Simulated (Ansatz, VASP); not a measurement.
**TaN: VASP beside Ansatz**

INCAR

```
PREC     = Accurate       # precision mode
ENCUT    = 520            # plane-wave cutoff, eV
EDIFF    = 1E-6           # SCF threshold, eV
ISMEAR   = 0              # smearing method
SIGMA    = 0.15           # smearing width, eV
LREAL    = False          # projectors in reciprocal space
LASPH    = True           # aspherical terms in the spheres
NELM     = 100            # most SCF steps
ALGO     = Normal         # electronic algorithm
ISIF     = 2              # what is computed and relaxed
LWAVE    = False          # write WAVECAR
LCHARG   = False          # write CHGCAR
GGA      = CA             # functional
NBANDS   = 15             # bands
```

The input KPOINTS:

```
regular mesh
0
Gamma
  18 18 18
```

File POSCAR:

```
TaN
1.0
    0.0000000000      2.1162163817      2.1742693740
    2.1162163817      0.0000000000      2.1742693740
    2.1162163817      2.1162163817      0.0000000000
Ta N
1 1
Direct
    0.4956387160      0.5043612840      0.5043612840
    0.0563407651     -0.0563407651     -0.0563407651
```

Input for Ansatz:

```yaml
crystal:
  lattice:
    - [0.0, 2.1162163817, 2.174269374]
    - [2.1162163817, 0.0, 2.174269374]
    - [2.1162163817, 2.1162163817, 0.0]
  atoms:
    - { symbol: Ta, position: [0.495638716, 0.504361284, 0.504361284] }
    - { symbol: "N", position: [0.0563407651, -0.0563407651, -0.0563407651] }
basis:
  ecutwfc: 520.0
kpoints:
  mp_grid: { grid: [18, 18, 18] }
hamiltonian:
  xc: lda
scf:
  occupations: { method: gaussian, width: 0.15 }
output:
  forces: true
  stress: true
  eigenvalues: true
```

Change from the starting cell: mode 4 frozen in at -0.245 Å, equal normal strain along x and y -0.0267.

Alike in both runs: task single point; functional LDA; k mesh 18 × 18 × 18; occupations gaussian, width 0.15 eV; no spin polarisation.

|  | VASP | Ansatz |
| --- | --- | --- |
| version | VASP 6.6.1 | Ansatz 0.2.0 |
| potentials or method | VASP PAW LDA potentials, release 64 (Ta_pv, N), cutoff 520 eV | scalar-relativistic, plane waves, PAW |
| valence electrons in the cell | 16 | 18 |

VASP gave:

* gap on the k mesh at the Fermi level (eV): none
* pressure (GPa): 42.8
* traceless stress, the component that is largest in VASP (GPa): 39.93
* rms of the force components (eV/Å): 2.772

Problem. Which values does Ansatz return?

Solution. gap on the k mesh at the Fermi level (eV): none; pressure (GPa): 39.9; traceless stress, the component that is largest in VASP (GPa): 39.00; rms of the force components (eV/Å): 2.704.

LDA's correlation is that of Perdew and Zunger in VASP and of Perdew and Wang (1992) in Ansatz. Atom by atom the forces differ by 0.068 eV/Å (rms over components). A gap of «none» marks a metal or a gap that the smearing closes. Both programs put the cell under a high pressure, so it lies far from rest at this level. VASP's potentials hold 16 valence electrons a cell and Ansatz's 18, so a difference there can come from the potentials and not from the codes.

Neither program's run includes spin-orbit coupling.
